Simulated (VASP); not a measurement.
# Rh (P6_3/mmc) in VASP: further runs

Runs on Rh. Level: PBEsol. Tasks: single point.

Program: VASP 6.6.1. These are calculated values, not measurements. Logs are shortened: lines on timing, memory, paths and dates and some standing lists are left out, and cuts for length are marked.

### Step 1. The cell of the first run

It takes space group P6_3/mmc (No. 194, hexagonal). The conventional cell has a = 2.689 Å, b = 2.689 Å, c = 4.329 Å, α = 90.00°, β = 90.00°, γ = 120.00°. Rh (site symmetry -6m2) has 12 Rh at 2.66 to 2.69 Å within 3.5 Å.

This isn't the form of Rh at room conditions, which is fcc.

### Step 2. Single point, PBEsol

The input, INCAR:

```
SYSTEM = Rh
PREC = Accurate ; ENCUT = 520
EDIFF = 1E-6 ; ISMEAR = 0
SIGMA = 0.15 ; LREAL = .False.
LASPH = .True. ; NELM = 100
ALGO = Fast ; ISIF = 2
LWAVE = .False. ; LCHARG = .True.
GGA = PS ; LELF = .True.
LVHAR = .True. ; NBANDS = 22
```

The input, KPOINTS:

```
Automatic mesh
0
Gamma
  24 24 14
  0 0 0
```

The input, POSCAR:

```
Rh
1.0
    2.6887360850      0.0000000000      0.0000000000
   -1.3443680425      2.3285137537      0.0000000000
    0.0000000000      0.0000000000      4.3290202437
Rh
2
Direct
    0.6666666667      0.3333333333      0.7500000000
    0.3333333333      0.6666666667      0.2500000000
```

Potentials or basis: VASP PAW PBE potentials, release 64 (Rh_pv).

Started as:

```bash
$ cat potpaw_PBE.64/Rh_pv/POTCAR > POTCAR
$ mpirun -np 1 vasp_std > vasp.out
```

OUTCAR:

```text
SYSTEM = Rh
   PREC = Accurate
   ENCUT = 520
   EDIFF = 1E-6
   ISMEAR = 0
   LREAL = .False.
   LASPH = .True.
   NELM = 100
   ISIF = 2
   GGA = PS

 ion  position               nearest neighbor table
   1  0.667  0.333  0.750-   2 2.66   2 2.66   2 2.66   2 2.66   2 2.66   2 2.66
   2  0.333  0.667  0.250-   1 2.66   1 2.66   1 2.66   1 2.66   1 2.66   1 2.66

  LATTYP: Found a hexagonal cell.
 ALAT       =     2.6887360850
 C/A-ratio  =     1.6100577025

  Lattice vectors:

 A1 = (   2.6887360850,   0.0000000000,   0.0000000000)
 A2 = (  -1.3443680425,   2.3285137537,   0.0000000000)
 A3 = (   0.0000000000,   0.0000000000,   4.3290202437)

Analysis of symmetry for initial positions (statically):
=====================================================================
 Subroutine PRICEL returns:
 Original cell was already a primitive cell.

 Routine SETGRP: Setting up the symmetry group for a
 hexagonal supercell.

 Subroutine GETGRP returns: Found 24 space group operations
 (whereof 12 operations were pure point group operations)
 out of a pool of 24 trial point group operations.

The static configuration has the point symmetry D_3d.
 The point group associated with its full space group is D_6h.

Analysis of symmetry for dynamics (positions and initial velocities):
=====================================================================
 Subroutine PRICEL returns:
 Original cell was already a primitive cell.

 Routine SETGRP: Setting up the symmetry group for a
 hexagonal supercell.

 Subroutine GETGRP returns: Found 24 space group operations
 (whereof 12 operations were pure point group operations)
 out of a pool of 24 trial point group operations.

The dynamic configuration has the point symmetry D_3d.
 The point group associated with its full space group is D_6h.

 Subroutine INISYM returns: Found 24 space group operations
 (whereof 12 operations are pure point group operations),
 and found     1 'primitive' translations

----------------------------------------------------------------------------------------

                                     Primitive cell

  volume of cell :      27.1030

  direct lattice vectors                    reciprocal lattice vectors
     2.688736085  0.000000000  0.000000000     0.371921962  0.214729245  0.000000000
    -1.344368042  2.328513754  0.000000000     0.000000000  0.429458490  0.000000000
     0.000000000  0.000000000  4.329020244     0.000000000  0.000000000  0.230999151

  length of vectors
     2.688736085  2.688736085  4.329020244     0.429458490  0.429458490  0.230999151

  position of ions in fractional coordinates (direct lattice)
     0.666666667  0.333333333  0.750000000
     0.333333333  0.666666667  0.250000000

  ion indices of the primitive-cell ions
   primitive index   ion index
                 1           1
                 2           2

----------------------------------------------------------------------------------------

 KPOINTS: Automatic mesh

Automatic generation of k-mesh.
 Grid dimensions read from file:
 generate k-points for:   24   24   14

 Generating k-lattice:

  Cartesian coordinates                     Fractional coordinates (reciprocal lattice)
     0.015496748  0.008947052  0.000000000     0.041666667  0.000000000  0.000000000
     0.000000000  0.017894104  0.000000000     0.000000000  0.041666667  0.000000000
     0.000000000  0.000000000  0.016499939     0.000000000  0.000000000  0.071428571

  Length of vectors
     0.017894104  0.017894104  0.016499939

  Shift w.r.t. Gamma in fractional coordinates (k-lattice)
     0.000000000  0.000000000  0.000000000

 Subroutine IBZKPT returns following result:
 ===========================================

 Found    488 irreducible k-points:

 Following reciprocal coordinates:
            Coordinates               Weight
  0.000000  0.000000  0.000000      1.000000
  0.041667  0.000000  0.000000      6.000000
  0.083333  0.000000  0.000000      6.000000
  0.125000  0.000000  0.000000      6.000000
  0.166667  0.000000  0.000000      6.000000
  0.208333  0.000000  0.000000      6.000000
[... 16 lines left out ...]
  0.416667  0.041667  0.000000     12.000000
  0.458333  0.041667  0.000000     12.000000
 [... further k-points ...]
   k-points           NKPTS =    488   k-points in BZ     NKDIM =    488   number of bands    NBANDS=     22
   number of dos      NEDOS =    301   number of ions     NIONS =      2
   total plane-waves  NPLWV =  12800
   dimension x,y,z NGX =    20 NGY =   20 NGZ =   32
   dimension x,y,z NGXF=    40 NGYF=   40 NGZF=   64
   ions per type =               2
   NGX,Y,Z   is equivalent  to a cutoff of  12.37, 12.37, 12.29 a.u.
   NGXF,Y,Z  is equivalent  to a cutoff of  24.73, 24.73, 24.58 a.u.
 SYSTEM =  Rh
   PREC   = accura    normal or accurate (medium, high low for compatibility)
   ISTART =      0    job   : 0-new  1-cont  2-samecut
   ICHARG =      2    charge: 1-file 2-atom 10-const
   ISPIN  =      1    spin polarized calculation?
   LNONCOLLINEAR =      F non collinear calculations
   LSORBIT =      F    spin-orbit coupling
   LASPH  =      T    aspherical Exc in radial PAW
   ENCUT  =  520.0 eV  38.22 Ry    6.18 a.u.   5.00  5.00  8.05*2*pi/ulx,y,z
   NELM   =    100;   NELMIN=  2; NELMDL= -5     # of ELM steps
   EDIFF  = 0.1E-05   stopping-criterion for ELM
   LREAL  =      F    real-space projection
   EDIFFG = 0.1E-04   stopping-criterion for IOM
   NSW    =      0    number of steps for IOM
   IBRION =     -1    ionic relax: 0-MD 1-quasi-New 2-CG
   NFREE  =      0    steps in history (QN), initial steepest desc. (CG)
   ISIF   =      2    stress and relaxation
   ISYM   =      2    0-nonsym 1-usesym 2-fastsym
   POTIM  = 0.5000    time-step for ionic-motion
   TEBEG  =    0.0;   TEEND  =   0.0 temperature during run
   PSTRESS=    0.0 pullay stress
   NELECT =      30.0000    total number of electrons
   NUPDOWN=      -1.0000    fix difference up-down
   EMIN   =  10.00;   EMAX   =-10.00  energy-range for DOS
   EFERMI =   0.00;   METHOD = LEGACY
   ISMEAR =     0;   SIGMA  =   0.15  broadening in eV -4-tet -1-fermi 0-gaus
   EFERMI_NEDOS =   21; number of points for ismear=-14 and -15
   IALGO  =     68    algorithm
   IMIX   =      4    mixing-type and parameters
     AMIX     =   0.40;   BMIX     =  1.00
     AMIX_MAG =   1.60;   BMIX_MAG =  1.00
  volume/ion in A,a.u.               =      13.55        91.45
  Fermi-wavevector in a.u.,A,eV,Ry     =   1.693466  3.200186 39.019139  2.867826
  Thomas-Fermi vector in A             =   2.774866
   LORBIT       =      0    0 simple, 1 ext, 2 COOP (PROOUT), +10 PAW based schemes
   GGA     = PS    functional components
   LHFCALC =     F    Hartree Fock is set to
   AEXX    =    0.0000 exact exchange contribution
   IVDW    =     0    specifies the selected vdW correction
   LEPSILON=     F    determine dielectric tensor
   LRPA    =     F    only Hartree local field effects (RPA)
 non-spin polarized calculation
 RMM-DIIS sequential band-by-band and
 Gauss-broadening in eV      SIGMA  =   0.15
  energy-cutoff  :      520.00
  volume of cell :       27.10
 maximum number of plane-waves:       756
 NGX is ok and might be reduce to    20
   NGX =  9   NGY =  9   NGZ = 17

 number of electron      30.0000003 magnetization

 Free energy of the ion-electron system (eV)
  ---------------------------------------------------
  ext. energy  EPLUGINS =         0.00000000
  ---------------------------------------------------
  free energy    TOTEN  =       -16.21319678 eV

  energy without entropy =      -16.17780932  energy(sigma->0) =      -16.19550305

 E-fermi :  12.1273     XC(G=0): -14.3096

 val. band max:       12.1256115937   @ k =   0.2917   0.2083   0.1429
 cond. band min:      12.1279406314   @ k =   0.3750   0.0417   0.0714
 fundamental gap:      0.0023290378
 Fermi energy:        12.1272515061

 k-point     1 :       0.0000    0.0000    0.0000
  band No.  band energies     occupation
      1     -35.1260      2.00000
      2     -34.4285      2.00000
      3     -34.4285      2.00000
      4     -34.3244      2.00000
      5     -34.3128      2.00000
      6     -34.3128      2.00000
[... 14 lines left out ...]
     21      30.2567      0.00000
     22      30.8585      0.00000

 k-point     2 :       0.0417    0.0000    0.0000
  band No.  band energies     occupation
      1     -35.1217      2.00000
      2     -34.4382      2.00000
      3     -34.4317      2.00000
      4     -34.3263      2.00000
      5     -34.3229      2.00000
      6     -34.3143      2.00000
[... 14 lines left out ...]
     21      30.3292      0.00000
     22      30.9254      0.00000

 k-point     3 :       0.0833    0.0000    0.0000
  band No.  band energies     occupation
      1     -35.1089      2.00000
      2     -34.4665      2.00000
      3     -34.4410      2.00000
      4     -34.3523      2.00000
      5     -34.3317      2.00000
      6     -34.3187      2.00000
[... 14 lines left out ...]
     21      30.5335      0.00000
     22      31.0528      0.00000

 k-point     4 :       0.1250    0.0000    0.0000
  band No.  band energies     occupation
      1     -35.0881      2.00000
      2     -34.5116      2.00000
      3     -34.4555      2.00000
      4     -34.3987      2.00000
      5     -34.3409      2.00000
      6     -34.3259      2.00000
[... 14 lines left out ...]
     21      30.8167      0.00000
     22      30.9738      0.00000

 k-point     5 :       0.1667    0.0000    0.0000
  band No.  band energies     occupation
      1     -35.0601      2.00000
      2     -34.5704      2.00000
      3     -34.4741      2.00000
      4     -34.4585      2.00000
      5     -34.3538      2.00000
      6     -34.3356      2.00000
[... 417 lines left out ...]
 k-point    22 :       0.3750    0.0417    0.0000
  band No.  band energies     occupation
      1     -34.9359      2.00000
      2     -34.8354      2.00000
      3     -34.8141      2.00000
      4     -34.5887      2.00000
      5     -34.4828      2.00000
      6     -34.4066      2.00000
[... 14 lines left out ...]
     21      25.7581      0.00000
     22      27.2083      0.00000

 k-point    23 :       0.4167    0.0417    0.0000
  band No.  band energies     occupation
      1     -34.9726      2.00000
      2     -34.8475      2.00000
      3     -34.8019      2.00000
      4     -34.6001      2.00000
      5     -34.5067      2.00000
      6     -34.4136      2.00000
[... 14 lines left out ...]
     21      25.2324      0.00000
     22      26.7665      0.00000

 k-point    24 :       0.4583    0.0417    0.0000
  band No.  band energies     occupation
      1     -34.9916      2.00000
      2     -34.8646      2.00000
      3     -34.7821      2.00000
      4     -34.6060      2.00000
      5     -34.5215      2.00000
      6     -34.4172      2.00000
[... 14 lines left out ...]
     21      24.9486      0.00000
     22      26.4879      0.00000

 [... further k-points ...]

------------------------ aborting loop because EDIFF is reached ----------------------------------------

  FORCE on cell =-STRESS in cart. coord.  units (eV):
  Direction    XX          YY          ZZ          XY          YZ          ZX
  --------------------------------------------------------------------------------------
  -------------------------------------------------------------------------------------
  Total       -0.0175741     -0.0175741      0.1012111      0.0000000      0.0000000      0.0000000
  in kB       -1.0388838     -1.0388838      5.9830411      0.0000000      0.0000000      0.0000000
  external PRESSURE =       1.3017579 kB  Pullay stress =       0.0000000 kB

 VOLUME and BASIS-vectors are now :
 -----------------------------------------------------------------------------
  energy-cutoff  :      520.00
  volume of cell :       27.10
      direct lattice vectors                 reciprocal lattice vectors
     2.688736085  0.000000000  0.000000000     0.371921962  0.214729245  0.000000000
    -1.344368042  2.328513754  0.000000000     0.000000000  0.429458490  0.000000000
     0.000000000  0.000000000  4.329020244     0.000000000  0.000000000  0.230999151

 POSITION                                       TOTAL-FORCE (eV/Angst)
 -----------------------------------------------------------------------------------
      1.34437      0.77617      3.24677        -0.000000      0.000000      0.000000
     -0.00000      1.55234      1.08226         0.000000     -0.000000      0.000000
 -----------------------------------------------------------------------------------
    total drift:                               -0.000000      0.000000     -0.000000

  FREE ENERGIE OF THE ION-ELECTRON SYSTEM (eV)
  ---------------------------------------------------
  free  energy   TOTEN  =       -16.2131967760 eV

  energy  without entropy=      -16.1778093208  energy(sigma->0) =      -16.19550305
```

Run time: 6 min. Hardware: 1 thread of Intel Xeon 8259CL, shared host; peak memory 0.32 GiB.

What came out:

```
Free energy            : -16.2132 eV
Pressure               : 0.1 GPa
Band gap on the k mesh : zero (bands 15 and 16 overlap by 2.51 eV)
```

Caveat: the PAW data sets were made with another functional, which shifts forces and pressure a little.

### Step 3. Single point, PBEsol

The input, INCAR:

```
PREC = Accurate
ENCUT = 520
EDIFF = 1E-7
ISMEAR = 0
SIGMA = 0.15
LREAL = False
LASPH = True
NELM = 80
ALGO = Fast
ISIF = 2
LWAVE = False
LCHARG = True
GGA = PS
LELF = True
LVHAR = True
NBANDS = 22
```

The input, KPOINTS:

```
Automatic mesh
0
Gamma
  30 30 16
```

POSCAR is that of step 2.

Potentials or basis: VASP PAW PBE potentials, release 64 (Rh_pv).

Started as:

```bash
$ cat potpaw_PBE.64/Rh_pv/POTCAR > POTCAR
$ mpirun -np 1 vasp_std > vasp.out
```

Wall time 12 min (1 thread of Intel Xeon 8259CL, shared host); peak memory 0.45 GiB.

The run converged. Its results:

```yaml
Free_energy: -16.2129 eV
Pressure: 0.1 GPa
Band_gap_on_the_k_mesh: zero (bands 15 and 16 overlap by 2.51 eV)
```

Stress tensor (GPa, compression positive):
```
-0.15  0.00  0.00
 0.00 -0.15  0.00
 0.00  0.00  0.50
```

Levels at points of the mesh, in eV from the Fermi level:
```
           k point  band 11  band 12  band 13  band 14  band 15  band 16  band 17  band 18  band 19  band 20
(0.00, 0.00, 0.00)    -3.13    -2.58    -2.58    -2.00    -2.00     0.13     0.13     0.67     8.78    15.78
(0.50, 0.00, 0.00)    -2.78    -2.30    -2.28     0.42     0.67     0.74     3.03     5.16    10.38    10.91
(0.00, 0.00, 0.50)    -3.25    -3.25    -3.25    -3.25    -0.45    -0.45    -0.45    -0.45    14.87    14.87
(0.50, 0.00, 0.50)    -1.75    -1.75    -0.35    -0.35     0.61     0.61     2.64     2.64     9.42     9.42
```

Caveat: the PAW data sets were made with another functional, which shifts forces and pressure a little.
